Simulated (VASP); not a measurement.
# BaTiO3 (Amm2) in VASP: relaxation of the atoms with PBEsol

Aim: the relaxation of the atoms of BaTiO3 with PBEsol.

Everything below comes from runs of VASP 6.6.1. Logs are shortened: lines on timing, memory, paths and dates and some standing lists are left out, and cuts for length are marked.

### Step 1. The cell of the first run

The structure is orthorhombic, space group Amm2 (No. 38). The conventional cell has a = 3.983 Å, b = 5.725 Å, c = 5.751 Å, α = 90.00°, β = 90.00°, γ = 90.00°. Within 3.7 Å of Ba (site symmetry mm2) lie 12 O at 2.79 to 2.96 Å and 8 Ti at 3.43 to 3.57 Å. Ti (site symmetry mm2) has 6 O at 1.87 to 2.19 Å within 2.5 Å. Within 2.5 Å of O (site symmetry m) lie 2 Ti at 1.87 to 2.19 Å. O (site symmetry mm2) has 2 Ti at 2.00 Å within 2.6 Å.

### Step 2. Relaxation of the atoms, PBEsol

INCAR

```
SYSTEM = BaTiO3
PREC     = Accurate       ! precision mode
ENCUT    = 520            ! plane-wave cutoff, eV
EDIFF    = 1E-7           ! SCF threshold, eV
ISMEAR   = 0              ! smearing method
SIGMA    = 0.02           ! smearing width, eV
LREAL    = .False.        ! projectors in reciprocal space
LASPH    = .True.         ! aspherical terms in the spheres
NELM     = 120            ! most SCF steps
ALGO     = Normal         ! electronic algorithm
ISIF     = 2              ! what is computed and relaxed
LWAVE    = .False.        ! write WAVECAR
LCHARG   = .False.        ! write CHGCAR
GGA      = PS             ! functional
IBRION   = 2              ! ionic algorithm
NSW      = 70             ! ionic steps
EDIFFG   = -0.002         ! ionic threshold
GGA_COMPAT= .False.      
NELMIN   = 4            
KPAR     = 4
```

KPOINTS

```
Automatic mesh
0
Gamma
  8 8 8
  0 0 0
```

POSCAR

```
BaTiO3
1.0
    3.9833338700      0.0000000000      0.0000000000
    0.0000000000      2.8625951100      2.8753395300
    0.0000000000     -2.8625951100      2.8753395300
Ba Ti O
1 1 3
Direct
    0.0000000000      0.0034138500      0.0034138500
    0.5000000000      0.5185038200      0.5185038200
    0.5000000000      0.9784256700      0.4913519000
    0.5000000000      0.4913519000      0.9784256700
    0.0000000000      0.4882047600      0.4882047600
```

Potentials or basis: VASP PAW PBE potentials, release 64 (Ba_sv, Ti_sv, O).

On the command line:

```bash
cat potpaw_PBE.64/Ba_sv/POTCAR potpaw_PBE.64/Ti_sv/POTCAR potpaw_PBE.64/O/POTCAR > POTCAR
mpirun -np 4 vasp_std > vasp.out
```

OUTCAR:

```text
SYSTEM = BaTiO3
   PREC = Accurate
   ENCUT = 520
   EDIFF = 1E-7
   ISMEAR = 0
   LREAL = .False.
   LASPH = .True.
   NELM = 120
   ISIF = 2
   GGA = PS
   IBRION = 2
   NSW = 70
   EDIFFG = -0.002
   NELMIN = 4

 ion  position               nearest neighbor table
   1  0.000  0.003  0.003-   5 2.79   4 2.81   3 2.81   3 2.81   4 2.81   5 2.86   5 2.86   4 2.88
                             3 2.88   3 2.88   4 2.88   5 2.96   2 3.43   2 3.43   2 3.49   2 3.49
   2  0.500  0.519  0.519-   3 1.87   4 1.87   5 2.00   5 2.00   3 2.19   4 2.19   1 3.43   1 3.43
                             1 3.49   1 3.49   1 3.49   1 3.49   1 3.57   1 3.57
   3  0.500  0.978  0.491-   2 1.87   2 2.19   1 2.81   1 2.81   1 2.88   1 2.88
   4  0.500  0.491  0.978-   2 1.87   2 2.19   1 2.81   1 2.81   1 2.88   1 2.88
   5  0.000  0.488  0.488-   2 2.00   2 2.00   1 2.79   1 2.86   1 2.86   1 2.96

  LATTYP: Found a base centered orthorhombic cell.
 ALAT       =     5.7251902200
 B/A-ratio  =     1.0044520512
 C/A-ratio  =     0.6957557246

  Lattice vectors:

 A1 = (   0.0000000000,   2.8625951100,  -2.8753395300)
 A2 = (   0.0000000000,   2.8625951100,   2.8753395300)
 A3 = (   3.9833338700,   0.0000000000,   0.0000000000)

Analysis of symmetry for initial positions (statically):
=====================================================================
 Subroutine PRICEL returns:
 Original cell was already a primitive cell.

 Routine SETGRP: Setting up the symmetry group for a
 base centered orthorhombic supercell.

 Subroutine GETGRP returns: Found  4 space group operations
 (whereof  4 operations were pure point group operations)
 out of a pool of  8 trial point group operations.

The static configuration has the point symmetry C_2v.

Analysis of symmetry for dynamics (positions and initial velocities):
=====================================================================
 Subroutine PRICEL returns:
 Original cell was already a primitive cell.

 Routine SETGRP: Setting up the symmetry group for a
 base centered orthorhombic supercell.

 Subroutine GETGRP returns: Found  4 space group operations
 (whereof  4 operations were pure point group operations)
 out of a pool of  8 trial point group operations.

The dynamic configuration has the point symmetry C_2v.

 Subroutine INISYM returns: Found  4 space group operations
 (whereof  4 operations are pure point group operations),
 and found     1 'primitive' translations

----------------------------------------------------------------------------------------

                                     Primitive cell

  volume of cell :      65.5731

  direct lattice vectors                    reciprocal lattice vectors
     3.983333870  0.000000000  0.000000000     0.251045991  0.000000000  0.000000000
     0.000000000  2.862595110  2.875339530     0.000000000  0.174666686  0.173892507
     0.000000000 -2.862595110  2.875339530     0.000000000 -0.174666686  0.173892507

  length of vectors
     3.983333870  4.057342502  4.057342502     0.251045991  0.246469177  0.246469177

  position of ions in fractional coordinates (direct lattice)
     0.000000000  0.003413850  0.003413850
     0.500000000  0.518503820  0.518503820
     0.500000000  0.978425670  0.491351900
     0.500000000  0.491351900  0.978425670
     0.000000000  0.488204760  0.488204760

  ion indices of the primitive-cell ions
   primitive index   ion index
                 1           1
                 2           2
                 3           3
                 4           4
                 5           5

----------------------------------------------------------------------------------------

 KPOINTS: Automatic mesh

Automatic generation of k-mesh.
 Grid dimensions read from file:
 generate k-points for:    8    8    8

 Generating k-lattice:

  Cartesian coordinates                     Fractional coordinates (reciprocal lattice)
     0.031380749  0.000000000  0.000000000     0.125000000  0.000000000  0.000000000
     0.000000000  0.021833336  0.021736563     0.000000000  0.125000000  0.000000000
     0.000000000 -0.021833336  0.021736563     0.000000000  0.000000000  0.125000000

  Length of vectors
     0.031380749  0.030808647  0.030808647

  Shift w.r.t. Gamma in fractional coordinates (k-lattice)
     0.000000000  0.000000000  0.000000000

 Subroutine IBZKPT returns following result:
 ===========================================

 Found    105 irreducible k-points:

 Following reciprocal coordinates:
            Coordinates               Weight
  0.000000  0.000000  0.000000      1.000000
  0.125000  0.000000  0.000000      2.000000
  0.250000  0.000000  0.000000      2.000000
  0.375000  0.000000  0.000000      2.000000
  0.500000  0.000000  0.000000      1.000000
  0.000000  0.125000 -0.000000      4.000000
[... 16 lines left out ...]
  0.250000  0.500000 -0.000000      4.000000
  0.375000  0.500000 -0.000000      4.000000
 [... further k-points ...]
   k-points           NKPTS =    105   k-points in BZ     NKDIM =    105   number of bands    NBANDS=     24
   number of dos      NEDOS =    301   number of ions     NIONS =      5
   total plane-waves  NPLWV =  27000
   dimension x,y,z NGX =    30 NGY =   30 NGZ =   30
   dimension x,y,z NGXF=    60 NGYF=   60 NGZF=   60
   ions per type =               1   1   3
   NGX,Y,Z   is equivalent  to a cutoff of  12.52, 12.29, 12.29 a.u.
   NGXF,Y,Z  is equivalent  to a cutoff of  25.04, 24.58, 24.58 a.u.
 SYSTEM =  BaTiO3
   PREC   = accura    normal or accurate (medium, high low for compatibility)
   ISTART =      0    job   : 0-new  1-cont  2-samecut
   ICHARG =      2    charge: 1-file 2-atom 10-const
   ISPIN  =      1    spin polarized calculation?
   LNONCOLLINEAR =      F non collinear calculations
   LSORBIT =      F    spin-orbit coupling
   LASPH  =      T    aspherical Exc in radial PAW
   ENCUT  =  520.0 eV  38.22 Ry    6.18 a.u.   7.41  7.54  7.54*2*pi/ulx,y,z
   NELM   =    120;   NELMIN=  4; NELMDL= -5     # of ELM steps
   EDIFF  = 0.1E-06   stopping-criterion for ELM
   LREAL  =      F    real-space projection
   EDIFFG = -.2E-02   stopping-criterion for IOM
   NSW    =     70    number of steps for IOM
   IBRION =      2    ionic relax: 0-MD 1-quasi-New 2-CG
   NFREE  =      1    steps in history (QN), initial steepest desc. (CG)
   ISIF   =      2    stress and relaxation
   ISYM   =      2    0-nonsym 1-usesym 2-fastsym
   POTIM  = 0.5000    time-step for ionic-motion
   TEBEG  =    0.0;   TEEND  =   0.0 temperature during run
   PSTRESS=    0.0 pullay stress
   NELECT =      40.0000    total number of electrons
   NUPDOWN=      -1.0000    fix difference up-down
   EMIN   =  10.00;   EMAX   =-10.00  energy-range for DOS
   EFERMI =   0.00;   METHOD = LEGACY
   ISMEAR =     0;   SIGMA  =   0.02  broadening in eV -4-tet -1-fermi 0-gaus
   EFERMI_NEDOS =   21; number of points for ismear=-14 and -15
   IALGO  =     38    algorithm
   IMIX   =      4    mixing-type and parameters
     AMIX     =   0.40;   BMIX     =  1.00
     AMIX_MAG =   1.60;   BMIX_MAG =  1.00
  volume/ion in A,a.u.               =      13.11        88.50
  Fermi-wavevector in a.u.,A,eV,Ry     =   1.388416  2.623726 26.227933  1.927699
  Thomas-Fermi vector in A             =   2.512544
   LORBIT       =      0    0 simple, 1 ext, 2 COOP (PROOUT), +10 PAW based schemes
   GGA     = PS    functional components
   LHFCALC =     F    Hartree Fock is set to
   AEXX    =    0.0000 exact exchange contribution
   IVDW    =     0    specifies the selected vdW correction
   LEPSILON=     F    determine dielectric tensor
   LRPA    =     F    only Hartree local field effects (RPA)
 conjugate gradient relaxation of ions
 non-spin polarized calculation
 Gauss-broadening in eV      SIGMA  =   0.02
  energy-cutoff  :      520.00
  volume of cell :       65.57
 maximum number of plane-waves:      1793
 NGX is ok and might be reduce to    30
   NGX = 15   NGY = 15   NGZ = 15

--------------------------------------- Ionic step        1  -------------------------------------------

 number of electron      39.9999998 magnetization

 Free energy of the ion-electron system (eV)
  ---------------------------------------------------
  ext. energy  EPLUGINS =         0.00000000
  ---------------------------------------------------
  free energy    TOTEN  =       -41.99688244 eV

  energy without entropy =      -41.99688244  energy(sigma->0) =      -41.99688244

------------------------ aborting loop because EDIFF is reached ----------------------------------------

  FORCE on cell =-STRESS in cart. coord.  units (eV):
  Direction    XX          YY          ZZ          XY          YZ          ZX
  --------------------------------------------------------------------------------------
  -------------------------------------------------------------------------------------
  Total       -1.2596537     -1.1877885     -1.1683448      0.0000000      0.0000000      0.0000000
  in kB      -30.7776879    -29.0217715    -28.5466956      0.0000000      0.0000000      0.0000000
  external PRESSURE =     -29.4487183 kB  Pullay stress =       0.0000000 kB
[... 180 lines left out ...]
  energy  without entropy=      -41.9982579869  energy(sigma->0) =      -41.99825799

--------------------------------------- Ionic step        6  -------------------------------------------

 number of electron      39.9999997 magnetization

 Free energy of the ion-electron system (eV)
  ---------------------------------------------------
  ext. energy  EPLUGINS =         0.00000000
  ---------------------------------------------------
  free energy    TOTEN  =       -41.99827273 eV

  energy without entropy =      -41.99827273  energy(sigma->0) =      -41.99827273

 E-fermi :   3.6623     XC(G=0): -11.3795

 val. band max:        3.5162471361   @ k =   0.5000   0.5000   0.5000
 cond. band min:       5.6892132477   @ k =   0.0000   0.0000   0.0000
 fundamental gap:      2.1729661116
 Fermi energy:         3.6623149729

 k-point     1 :       0.0000    0.0000    0.0000
  band No.  band energies     occupation
      1     -52.6253      2.00000
      2     -29.0091      2.00000
      3     -29.0064      2.00000
      4     -28.9412      2.00000
      5     -21.3401      2.00000
      6     -13.2397      2.00000
[... 637 lines left out ...]
     23       7.4719      0.00000
     24       8.3267      0.00000

 [... further k-points ...]
[... 5 lines left out ...]
  --------------------------------------------------------------------------------------
  -------------------------------------------------------------------------------------
  Total       -1.2240431     -0.9530448     -0.8518863      0.0000000      0.0000000      0.0000000
  in kB      -29.9075984    -23.2861742    -20.8145218      0.0000000      0.0000000      0.0000000
  external PRESSURE =     -24.6694315 kB  Pullay stress =       0.0000000 kB
[... 20 lines left out ...]
  FREE ENERGIE OF THE ION-ELECTRON SYSTEM (eV)
  ---------------------------------------------------
  free  energy   TOTEN  =       -41.9982727287 eV

  energy  without entropy=      -41.9982727287  energy(sigma->0) =      -41.99827273

 reached required accuracy - stopping structural energy minimisation
```

Wall time 2.5 min (4 MPI ranks of Intel Xeon Platinum 8259CL at 2.50GHz (Skylake/Cascade Lake), shared host); peak memory 0.3 GiB.

What came out:

```yaml
Free_energy: -41.9983 eV
Energy_gained_by_relaxing: 0.3 meV/atom
Ionic_steps: 6
Pressure_after_relaxing: -2.5 GPa
Band_gap_on_the_k_mesh: 2.17 eV (least direct gap 2.62 eV)
```

The path:
```csv
step,energy change (eV),largest force (eV/Å),pressure (GPa)
1,0.0000,0.1274,-2.94
2,-0.0010,0.0482,-2.66
3,-0.0012,0.0414,-2.46
4,-0.0013,0.0273,-2.47
5,-0.0014,0.0100,-2.48
6,-0.0014,0.0020,-2.47
```

Final structure:
```yaml
crystal:
  lattice:
    - [3.98333, 0.00000, 0.00000]
    - [0.00000, 2.86260, 2.87534]
    - [0.00000, -2.86260, 2.87534]
  atoms:
    - { symbol: Ba, position: [0.00000, 0.00497, 0.00497] }
    - { symbol: Ti, position: [0.50000, 0.52033, 0.52033] }
    - { symbol: O, position: [0.50000, 0.97714, 0.49024] }
    - { symbol: O, position: [0.50000, 0.49024, 0.97714] }
    - { symbol: O, position: [0.00000, 0.48723, 0.48723] }
```

Levels at points of the mesh, in eV from the valence-band top:
| k point | band 18 | band 19 | band 20 | band 21 | band 22 | band 23 |
| --- | --- | --- | --- | --- | --- | --- |
| (0.00, 0.00, 0.00) | -0.58 | -0.54 | -0.45 | 2.17 | 2.39 | 2.49 |
| (0.50, 0.00, 0.00) | -1.55 | -1.23 | -1.09 | 2.59 | 3.61 | 3.81 |
| (0.00, 0.50, 0.00) | -1.72 | -0.98 | -0.80 | 2.40 | 3.69 | 3.72 |
| (0.50, 0.50, 0.00) | -0.98 | -0.94 | -0.09 | 3.74 | 3.74 | 4.07 |
| (0.00, 0.50, 0.50) | -0.93 | -0.86 | -0.28 | 3.69 | 3.74 | 4.00 |
| (0.50, 0.50, 0.50) | -0.20 | -0.03 | 0.00 | 4.20 | 4.26 | 4.37 |

Caveat: the PAW data sets were made with another functional, which shifts forces and pressure a little; spin-orbit coupling is left out, which moves the levels of the heavy elements. A k mesh can miss the band edges.
